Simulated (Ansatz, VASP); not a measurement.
## Sn in VASP and in Ansatz

```xyz
2
Lattice="0.0000 3.3851 3.3851 3.3851 0.0000 3.3851 3.3851 3.3851 0.0000" Properties=species:S:1:pos:R:3 pbc="T T T"
Sn    3.3851    3.3851    3.3851
Sn    5.0777    5.0777    5.0777
```

Alike in both runs: task single point; functional PBEsol; k mesh 12 × 12 × 12; occupations gaussian, width 0.1 eV; no spin polarisation.

|  | VASP | Ansatz |
| --- | --- | --- |
| version | VASP 6.6.1 | Ansatz 0.2.0 |
| potentials or method | VASP PAW PBE potentials, release 64 (Sn_d), cutoff 520 eV | scalar-relativistic, plane waves, PAW |
| valence electrons in the cell | 28 | 28 |

|  | VASP | Ansatz | Ansatz less VASP |
| --- | --- | --- | --- |
| gap on the k mesh at the Fermi level (eV) | none | none | - |
| pressure (GPa) | -3.4 | -3.3 | +0.05 |

VASP's potentials were made for PBE, not for PBEsol. A gap of «none» marks a metal or a gap that the smearing closes.
